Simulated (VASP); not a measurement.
Crystal: Si3Sn.

```xyz
4
Lattice="2.0239 1.1685 6.6337 -2.0239 1.1685 6.6337 0.0000 -2.3370 6.6337" Properties=species:S:1:pos:R:3 pbc="T T T"
Si    2.0239    1.1685    6.7557
Si    0.0000    0.0000    9.8149
Si    0.0000    0.0000    7.4697
Sn    0.0000    0.0000   17.4200
```

Base run:

- Program: VASP 6.6.1
- Functional: PBE
- Potentials or basis: VASP PAW PBE potentials, release 64 (Si, Sn_d)
- Cutoff: 520 eV
- k mesh: 6 × 6 × 6
- Occupations: gaussian, width 0.01 eV
- Spin: no spin polarisation

Its results: band gap on the k mesh 0.20 eV, indirect (least direct gap 0.35 eV); pressure 1.4 GPa; largest force 0.064 eV/Å.

**Question.** The run is repeated on the same cell with these changes: functional from PBE to LDA; potentials or basis from VASP PAW PBE potentials, release 64 (Si, Sn_d) to VASP PAW LDA potentials, release 64 (Si, Sn_d). What comes out?

**Answer.** Band gap on the k mesh 0.11 eV, indirect (least direct gap 0.28 eV); pressure -2.1 GPa; largest force 0.047 eV/Å.

Caveats: spin-orbit coupling is left out, which moves the levels of the heavy elements.

A k mesh can miss the band edges.
